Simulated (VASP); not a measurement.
# CsRe (F-43m) in VASP: notebook

The runs below take CsRe through relaxation of cell and atoms, single point, with PBE.

All numbers are computed with VASP 6.6.1; they aren't measurements. Logs are shortened: lines on timing, memory, paths and dates and some standing lists are left out, and cuts for length are marked.

**1. The cell of the first run**

The structure is cubic, space group F-43m (No. 216). Conventional cell: a = 6.254 Å, b = 6.254 Å, c = 6.254 Å, α = 90.00°, β = 90.00°, γ = 90.00°. Within 3.6 Å of Cs (site symmetry -43m) lie 4 Re at 2.71 Å. Re (site symmetry -43m) has 4 Cs at 2.71 Å within 3.6 Å.

**2. Relaxation of cell and atoms, PBE**

Contents of INCAR:

```
PREC = Accurate
ENCUT = 600
EDIFF = 1E-7
ISMEAR = 0
SIGMA = 0.1
LREAL = F
LASPH = T
NELM = 120
ALGO = Normal
ISIF = 3
LWAVE = F
LCHARG = F
GGA = PE
IBRION = 2
NSW = 100
EDIFFG = -0.01
GGA_COMPAT = F
NELMIN = 4
```

Contents of KPOINTS:

```
regular mesh
0
Gamma
  16 16 16
```

Contents of POSCAR:

```
CsRe
1.0
    0.0000000000      3.1270353525      3.1270353525
    3.1270353525      0.0000000000      3.1270353525
    3.1270353525      3.1270353525      0.0000000000
Cs Re
1 1
Direct
    0.2500000000      0.2500000000      0.2500000000
    0.5000000000      0.5000000000      0.5000000000
```

Potentials or basis: VASP PAW PBE potentials, release 64 (Cs_sv, Re).

Started as:

```console
$ cat potpaw_PBE.64/Cs_sv/POTCAR potpaw_PBE.64/Re/POTCAR > POTCAR
$ mpirun -np 1 vasp_std > vasp.out
```

OUTCAR:

```text
PREC = Accurate
   ENCUT = 600
   EDIFF = 1E-7
   ISMEAR = 0
   LREAL = F
   LASPH = T
   NELM = 120
   ISIF = 3
   GGA = PE
   IBRION = 2
   NSW = 100
   EDIFFG = -0.01
   NELMIN = 4

 ion  position               nearest neighbor table
   1  0.250  0.250  0.250-   2 2.71   2 2.71   2 2.71   2 2.71
   2  0.500  0.500  0.500-   1 2.71   1 2.71   1 2.71   1 2.71

  LATTYP: Found a face centered cubic cell.
 ALAT       =     6.2540707050

  Lattice vectors:

 A1 = (   0.0000000000,   3.1270353525,   3.1270353525)
 A2 = (   3.1270353525,   0.0000000000,   3.1270353525)
 A3 = (   3.1270353525,   3.1270353525,   0.0000000000)

Analysis of symmetry for initial positions (statically):
=====================================================================
 Subroutine PRICEL returns:
 Original cell was already a primitive cell.

 Routine SETGRP: Setting up the symmetry group for a
 face centered cubic supercell.

 Subroutine GETGRP returns: Found 24 space group operations
 (whereof 24 operations were pure point group operations)
 out of a pool of 48 trial point group operations.

The static configuration has the point symmetry T_d .

Analysis of symmetry for dynamics (positions and initial velocities):
=====================================================================
 Subroutine PRICEL returns:
 Original cell was already a primitive cell.

 Routine SETGRP: Setting up the symmetry group for a
 face centered cubic supercell.

 Subroutine GETGRP returns: Found 24 space group operations
 (whereof 24 operations were pure point group operations)
 out of a pool of 48 trial point group operations.

The dynamic configuration has the point symmetry T_d .

 Subroutine INISYM returns: Found 24 space group operations
 (whereof 24 operations are pure point group operations),
 and found     1 'primitive' translations

----------------------------------------------------------------------------------------

                                     Primitive cell

  volume of cell :      61.1545

  direct lattice vectors                    reciprocal lattice vectors
     0.000000000  3.127035353  3.127035353    -0.159895858  0.159895858  0.159895858
     3.127035353  0.000000000  3.127035353     0.159895858 -0.159895858  0.159895858
     3.127035353  3.127035353  0.000000000     0.159895858  0.159895858 -0.159895858

  length of vectors
     4.422295806  4.422295806  4.422295806     0.276947750  0.276947750  0.276947750

  position of ions in fractional coordinates (direct lattice)
     0.250000000  0.250000000  0.250000000
     0.500000000  0.500000000  0.500000000

  ion indices of the primitive-cell ions
   primitive index   ion index
                 1           1
                 2           2

----------------------------------------------------------------------------------------

 KPOINTS: regular mesh

Automatic generation of k-mesh.
 Grid dimensions read from file:
 generate k-points for:   16   16   16

 Generating k-lattice:

  Cartesian coordinates                     Fractional coordinates (reciprocal lattice)
    -0.009993491  0.009993491  0.009993491     0.062500000  0.000000000  0.000000000
     0.009993491 -0.009993491  0.009993491     0.000000000  0.062500000  0.000000000
     0.009993491  0.009993491 -0.009993491     0.000000000  0.000000000  0.062500000

  Length of vectors
     0.017309234  0.017309234  0.017309234

  Shift w.r.t. Gamma in fractional coordinates (k-lattice)
     0.000000000  0.000000000  0.000000000

 Subroutine IBZKPT returns following result:
 ===========================================

 Found    145 irreducible k-points:

 Following reciprocal coordinates:
            Coordinates               Weight
  0.000000  0.000000  0.000000      1.000000
  0.062500  0.000000  0.000000      8.000000
  0.125000  0.000000  0.000000      8.000000
  0.187500  0.000000  0.000000      8.000000
  0.250000  0.000000  0.000000      8.000000
  0.312500  0.000000  0.000000      8.000000
[... 16 lines left out ...]
 -0.125000  0.062500  0.000000     24.000000
 -0.062500  0.062500  0.000000     12.000000
 [... further k-points ...]
   k-points           NKPTS =    145   k-points in BZ     NKDIM =    145   number of bands    NBANDS=     12
   number of dos      NEDOS =    301   number of ions     NIONS =      2
   total plane-waves  NPLWV =  46656
   dimension x,y,z NGX =    36 NGY =   36 NGZ =   36
   dimension x,y,z NGXF=    72 NGYF=   72 NGZF=   72
   ions per type =               1   1
   NGX,Y,Z   is equivalent  to a cutoff of  13.53, 13.53, 13.53 a.u.
   NGXF,Y,Z  is equivalent  to a cutoff of  27.07, 27.07, 27.07 a.u.
 SYSTEM =  unknown system
   PREC   = accura    normal or accurate (medium, high low for compatibility)
   ISTART =      0    job   : 0-new  1-cont  2-samecut
   ICHARG =      2    charge: 1-file 2-atom 10-const
   ISPIN  =      1    spin polarized calculation?
   LNONCOLLINEAR =      F non collinear calculations
   LSORBIT =      F    spin-orbit coupling
   LASPH  =      T    aspherical Exc in radial PAW
   ENCUT  =  600.0 eV  44.10 Ry    6.64 a.u.   8.83  8.83  8.83*2*pi/ulx,y,z
   NELM   =    120;   NELMIN=  4; NELMDL= -5     # of ELM steps
   EDIFF  = 0.1E-06   stopping-criterion for ELM
   LREAL  =      F    real-space projection
   EDIFFG = -.1E-01   stopping-criterion for IOM
   NSW    =    100    number of steps for IOM
   IBRION =      2    ionic relax: 0-MD 1-quasi-New 2-CG
   NFREE  =      1    steps in history (QN), initial steepest desc. (CG)
   ISIF   =      3    stress and relaxation
   ISYM   =      2    0-nonsym 1-usesym 2-fastsym
   POTIM  = 0.5000    time-step for ionic-motion
   TEBEG  =    0.0;   TEEND  =   0.0 temperature during run
   PSTRESS=    0.0 pullay stress
   NELECT =      16.0000    total number of electrons
   NUPDOWN=      -1.0000    fix difference up-down
   EMIN   =  10.00;   EMAX   =-10.00  energy-range for DOS
   EFERMI =   0.00;   METHOD = LEGACY
   ISMEAR =     0;   SIGMA  =   0.10  broadening in eV -4-tet -1-fermi 0-gaus
   EFERMI_NEDOS =   21; number of points for ismear=-14 and -15
   IALGO  =     38    algorithm
   IMIX   =      4    mixing-type and parameters
     AMIX     =   0.40;   BMIX     =  1.00
     AMIX_MAG =   1.60;   BMIX_MAG =  1.00
  volume/ion in A,a.u.               =      30.58       206.35
  Fermi-wavevector in a.u.,A,eV,Ry     =   1.047061  1.978659 14.916570  1.096337
  Thomas-Fermi vector in A             =   2.181925
   LORBIT       =      0    0 simple, 1 ext, 2 COOP (PROOUT), +10 PAW based schemes
   GGA     = PE    functional components
   LHFCALC =     F    Hartree Fock is set to
   AEXX    =    0.0000 exact exchange contribution
   IVDW    =     0    specifies the selected vdW correction
   LEPSILON=     F    determine dielectric tensor
   LRPA    =     F    only Hartree local field effects (RPA)
 conjugate gradient relaxation of ions
 non-spin polarized calculation
 Gauss-broadening in eV      SIGMA  =   0.10
  energy-cutoff  :      600.00
  volume of cell :       61.15
 maximum number of plane-waves:      2085
   NGX = 17   NGY = 17   NGZ = 17

--------------------------------------- Ionic step        1  -------------------------------------------

 number of electron      16.0000000 magnetization

 Free energy of the ion-electron system (eV)
  ---------------------------------------------------
  ext. energy  EPLUGINS =         0.00000000
  ---------------------------------------------------
  free energy    TOTEN  =        -4.82534353 eV

  energy without entropy =       -4.78693475  energy(sigma->0) =       -4.80613914

 E-fermi :   3.1622     XC(G=0):  -9.7393

 val. band max:        3.1620308006   @ k =  -0.3750   0.1875   0.0625
 cond. band min:       3.1638445371   @ k =  -0.2500   0.2500   0.0000
 fundamental gap:      0.0018137366
 Fermi energy:         3.1621663467

 k-point     1 :       0.0000    0.0000    0.0000
  band No.  band energies     occupation
      1     -19.5723      2.00000
      2      -6.5739      2.00000
      3      -6.5739      2.00000
      4      -6.5739      2.00000
      5       0.7187      2.00000
      6       1.8857      2.00000
      7       1.8857      2.00000
      8       4.0058      0.00000
      9       4.0058      0.00000
     10       4.0058      0.00000
     11       6.6379      0.00000
     12       6.6379      0.00000

 k-point     2 :       0.0625    0.0000    0.0000
  band No.  band energies     occupation
      1     -19.5669      2.00000
      2      -6.6062      2.00000
      3      -6.5716      2.00000
      4      -6.5716      2.00000
      5       0.8154      2.00000
      6       1.8704      2.00000
      7       1.8704      2.00000
      8       3.9331      0.00000
      9       4.0104      0.00000
     10       4.0104      0.00000
     11       6.4933      0.00000
     12       6.6659      0.00000
[... 424 lines left out ...]
 POSITION                                       TOTAL-FORCE (eV/Angst)
 -----------------------------------------------------------------------------------
      1.61115      1.61115      1.61115        -0.000000     -0.000000     -0.000000
      3.22229      3.22229      3.22229         0.000000      0.000000      0.000000
 -----------------------------------------------------------------------------------
    total drift:                               -0.000000     -0.000000     -0.000000

  FREE ENERGIE OF THE ION-ELECTRON SYSTEM (eV)
  ---------------------------------------------------
  free  energy   TOTEN  =        -4.8664342829 eV

  energy  without entropy=       -4.8230431070  energy(sigma->0) =       -4.84473869

--------------------------------------- Ionic step        4  -------------------------------------------

 number of electron      16.0000001 magnetization

 Free energy of the ion-electron system (eV)
  ---------------------------------------------------
  ext. energy  EPLUGINS =         0.00000000
  ---------------------------------------------------
  free energy    TOTEN  =        -4.86689402 eV

  energy without entropy =       -4.82337937  energy(sigma->0) =       -4.84513670

 E-fermi :   2.4012     XC(G=0):  -9.2685

 val. band max:        2.4004585695   @ k =  -0.4375   0.3125   0.0000
 cond. band min:       2.4030432506   @ k =   0.5000   0.1875   0.0000
 fundamental gap:      0.0025846812
 Fermi energy:         2.4011604697

 k-point     1 :       0.0000    0.0000    0.0000
  band No.  band energies     occupation
      1     -19.9754      2.00000
      2      -6.9678      2.00000
      3      -6.9678      2.00000
      4      -6.9678      2.00000
      5      -0.0048      2.00000
      6       1.4116      2.00000
      7       1.4116      2.00000
      8       3.0963      0.00000
      9       3.0963      0.00000
     10       3.0963      0.00000
     11       5.8304      0.00000
     12       5.8304      0.00000

 k-point     2 :       0.0625    0.0000    0.0000
  band No.  band energies     occupation
      1     -19.9717      2.00000
      2      -6.9951      2.00000
      3      -6.9665      2.00000
      4      -6.9665      2.00000
      5       0.0797      2.00000
      6       1.3991      2.00000
      7       1.3991      2.00000
      8       3.0399      0.00000
      9       3.0988      0.00000
     10       3.0988      0.00000
     11       5.6958      0.00000
     12       5.8593      0.00000
[... 352 lines left out ...]
 POSITION                                       TOTAL-FORCE (eV/Angst)
 -----------------------------------------------------------------------------------
      1.61700      1.61700      1.61700        -0.000000     -0.000000     -0.000000
      3.23399      3.23399      3.23399         0.000000      0.000000      0.000000
 -----------------------------------------------------------------------------------
    total drift:                               -0.000000     -0.000000     -0.000000

  FREE ENERGIE OF THE ION-ELECTRON SYSTEM (eV)
  ---------------------------------------------------
  free  energy   TOTEN  =        -4.8668940207 eV

  energy  without entropy=       -4.8233793725  energy(sigma->0) =       -4.84513670

 reached required accuracy - stopping structural energy minimisation
```

It took 3.5 min on 1 thread of Intel Xeon 6975P-C (Granite Rapids), shared host; peak memory 0.32 GiB.

What came out:

```
Free energy                            : -4.8669 eV
Relaxed volume                         : 33.82 Å³/atom
Relaxed cell                           : a = 4.574 Å, b = 4.574 Å, c = 4.574 Å, α = 60.00°, β = 60.00°, γ = 60.00°
Space group after relaxing (to 0.05 Å) : F-43m (No. 216)
Energy gained by relaxing              : 20.8 meV/atom
Ionic steps                            : 4
Pressure after relaxing                : 0.0 GPa
Band gap on the k mesh                 : zero (band 8 reaches 3.10 eV, above the bottom of band 9 at 2.08 eV)
```

Step by step:
```tsv
step	energy change (eV)	largest force (eV/Å)	pressure (GPa)	volume (Å³)
1	0.0000	0.0000	2.47	61.15
2	-0.0376	0.0000	0.59	65.42
3	-0.0411	0.0000	0.19	66.92
4	-0.0416	0.0000	0.02	67.65
```

Final structure:
```xyz
2
Lattice="0.0000 3.2340 3.2340 3.2340 0.0000 3.2340 3.2340 3.2340 0.0000" Properties=species:S:1:pos:R:3 pbc="T T T"
Cs    1.6170    1.6170    1.6170
Re    3.2340    3.2340    3.2340
```

Caveat: spin-orbit coupling is left out, which moves the levels of the heavy elements.

**3. Single point, PBE**

Contents of INCAR:

```
PREC = Accurate ; ENCUT = 600
EDIFF = 1E-6 ; ISMEAR = 0
SIGMA = 0.1 ; LREAL = F
LASPH = T ; NELM = 120
ALGO = Normal ; ISIF = 2
LWAVE = F ; LCHARG = F
GGA = PE ; NBANDS = 15
GGA_COMPAT = F
```

Contents of KPOINTS:

```
regular mesh
0
Gamma
  14 14 14
```

POSCAR is that of step 2.

Potentials or basis: VASP PAW PBE potentials, release 64 (Cs_sv, Re).

Started as:

```console
$ cat potpaw_PBE.64/Cs_sv/POTCAR potpaw_PBE.64/Re/POTCAR > POTCAR
$ mpirun -np 1 vasp_std > vasp.out
```

Wall time 2 min (1 thread of Intel Xeon 6975P-C (Granite Rapids), shared host); peak memory 0.29 GiB.

The run converged. Its results:

| Property | Result |
| --- | --- |
| Free energy | -4.8249 eV |
| Pressure | 2.4 GPa |
| Band gap on the k mesh | zero (band 8 reaches 4.01 eV, above the bottom of band 9 at 2.71 eV) |

Levels at points of the mesh, in eV from the Fermi level:
```tsv
k point	band 4	band 5	band 6	band 7	band 8	band 9	band 10	band 11	band 12	band 13
(0.00, 0.00, 0.00)	-9.73	-2.44	-1.27	-1.27	0.85	0.85	0.85	3.48	3.48	3.48
(0.50, 0.00, 0.00)	-9.68	-1.25	-1.08	-1.08	-0.21	-0.09	-0.09	3.66	4.74	4.74
(0.50, 0.50, 0.00)	-9.66	-1.97	-1.81	-0.51	-0.51	-0.45	2.20	2.58	5.47	6.63
```

Caveat: spin-orbit coupling is left out, which moves the levels of the heavy elements.

**4. Relaxation of cell and atoms, PBE**

This run uses another cell than the first one, of 40.08 Å³/atom, 1.311 times its volume.

Contents of INCAR:

```
SYSTEM = CsRe
PREC = Accurate
ENCUT = 600
EDIFF = 1E-7
ISMEAR = 0
SIGMA = 0.1
LREAL = .False.
LASPH = .True.
NELM = 120
ALGO = Normal
ISIF = 3
LWAVE = .False.
LCHARG = .False.
GGA = PE
IBRION = 2
NSW = 100
EDIFFG = -0.01
GGA_COMPAT = .False.
NELMIN = 4
```

Contents of KPOINTS:

```
Automatic mesh
0
Gamma
  14 14 14
  0 0 0
```

Contents of POSCAR:

```
CsRe
1.0
    0.0000000000      3.4223023900      3.4223023900
    3.4223023900      0.0000000000      3.4223023900
    3.4223023900      3.4223023900      0.0000000000
Cs Re
1 1
Direct
    0.2500000000      0.2500000000      0.2500000000
    0.5000000000      0.5000000000      0.5000000000
```

Started as:

```console
$ cat potpaw_PBE.64/Cs_sv/POTCAR potpaw_PBE.64/Re/POTCAR > POTCAR
$ mpirun -np 1 vasp_std > vasp.out
```

Wall time 11 min (1 thread of Intel Xeon 6975P-C (Granite Rapids), shared host); peak memory 0.35 GiB.

It converged, with:

```yaml
Free_energy: -4.8672 eV
Relaxed_volume: 33.85 Å³/atom
Relaxed_cell: a = 4.575 Å, b = 4.575 Å, c = 4.575 Å, α = 60.00°, β = 60.00°, γ = 60.00°
Space_group_after_relaxing_to_0.05_Å: F-43m (No. 216)
Energy_gained_by_relaxing: 24.9 meV/atom
Ionic_steps: 6
Pressure_after_relaxing: 0.0 GPa
Band_gap_on_the_k_mesh: zero (band 8 reaches 3.09 eV, above the bottom of band 9 at 2.09 eV)
```

Step by step:
| step | energy change (eV) | largest force (eV/Å) | pressure (GPa) | volume (Å³) |
| --- | --- | --- | --- | --- |
| 1 | 0.0000 | 0.0000 | -0.88 | 80.17 |
| 2 | -0.0140 | 0.0000 | -0.88 | 77.63 |
| 3 | -0.0466 | 0.0000 | -0.40 | 70.34 |
| 4 | 0.0891 | 0.0000 | 5.63 | 57.16 |
| 5 | -0.0489 | 0.0000 | -0.24 | 69.20 |
| 6 | -0.0499 | 0.0000 | 0.04 | 67.69 |

Final structure:
```
Cs Re
1.0
     0.00000    3.23476    3.23476
     3.23476    0.00000    3.23476
     3.23476    3.23476    0.00000
Cs Re
1 1
Direct
  0.25000 0.25000 0.25000
  0.50000 0.50000 0.50000
```

Levels at points of the mesh, in eV from the Fermi level:
```csv
k point,band 6,band 7,band 8,band 9,band 10,band 11
"(0.00, 0.00, 0.00)",-0.99,-0.99,0.70,0.70,0.70,3.43
"(0.50, 0.00, 0.00)",-0.82,-0.82,-0.35,-0.02,-0.02,3.28
"(0.50, 0.50, 0.00)",-1.49,-0.36,-0.36,-0.30,1.65,2.29
```

Caveat: the volume moved by over 15 % at a fixed basis, so the end points are rough; spin-orbit coupling is left out, which moves the levels of the heavy elements.

**5. Single point, PBE**

Contents of INCAR:

```
ALGO = Normal
EDIFF = 1E-6
ENCUT = 600
GGA = PE
GGA_COMPAT = False
ISIF = 2
ISMEAR = 0
LASPH = True
LCHARG = False
LREAL = False
LWAVE = False
NBANDS = 15
NELM = 120
PREC = Accurate
SIGMA = 0.1
```

Contents of KPOINTS:

```
k-points
0
Gamma
  16 16 16
```

Contents of POSCAR:

```
CsRe
1.0
    0.0000000000      3.1270353525      3.1270353525
    3.1270353525      0.0000000000      3.1270353525
    3.1270353525      3.1270353525      0.0000000000
Cs Re
1 1
Direct
    0.2500000000      0.2500000000      0.2500000000
    0.5000000000      0.5000000000      0.5000000000
```

Started as:

```console
$ cat potpaw_PBE.64/Cs_sv/POTCAR potpaw_PBE.64/Re/POTCAR > POTCAR
$ mpirun -np 1 vasp_std > vasp.out
```

Run time: 2.6 min. Hardware: 1 thread of Intel Xeon 6975P-C (Granite Rapids), shared host; peak memory 0.33 GiB.

Results (log left out):

```yaml
Free_energy: -4.8253 eV
Pressure: 2.5 GPa
Band_gap_on_the_k_mesh: zero (band 8 reaches 4.01 eV, above the bottom of band 9 at 2.70 eV)
```

Levels at points of the mesh, in eV from the Fermi level:
```
           k point  band 6  band 7  band 8  band 9  band 10  band 11
(0.00, 0.00, 0.00)   -1.28   -1.28    0.84    0.84     0.84     3.48
(0.50, 0.00, 0.00)   -1.08   -1.08   -0.21   -0.09    -0.09     3.66
(0.50, 0.50, 0.00)   -1.81   -0.51   -0.51   -0.45     2.20     2.57
```

Caveat: spin-orbit coupling is left out, which moves the levels of the heavy elements.

**6. Summary**

| task | cell | k mesh | gap on the mesh (eV) | pressure (GPa) | relaxed volume (Å³/atom) |
| --- | --- | --- | --- | --- | --- |
| relaxation of cell and atoms | relaxed from a = 4.422 Å, angles 60.0°, 2 atoms | 16 × 16 × 16 | none | 0.0 | 33.82 |
| single point | a = 4.422 Å, angles 60.0°, 2 atoms | 14 × 14 × 14 | none | 2.4 | - |
| relaxation of cell and atoms | relaxed from a = 4.840 Å, angles 60.0°, 2 atoms | 14 × 14 × 14 | none | 0.0 | 33.85 |
| single point | a = 4.422 Å, angles 60.0°, 2 atoms | 16 × 16 × 16 | none | 2.5 | - |

Alike in all rows: level PBE; potentials or basis VASP PAW PBE potentials, release 64 (Cs_sv, Re); no spin polarisation; cutoff (eV) 600; smearing gaussian 0.1 eV.

Caveats: spin-orbit coupling is left out, which moves the levels of the heavy elements; the volume moved by over 15 % at a fixed basis, so the end points are rough (some runs).

Absolute energies hang on the potentials; compare differences alone.
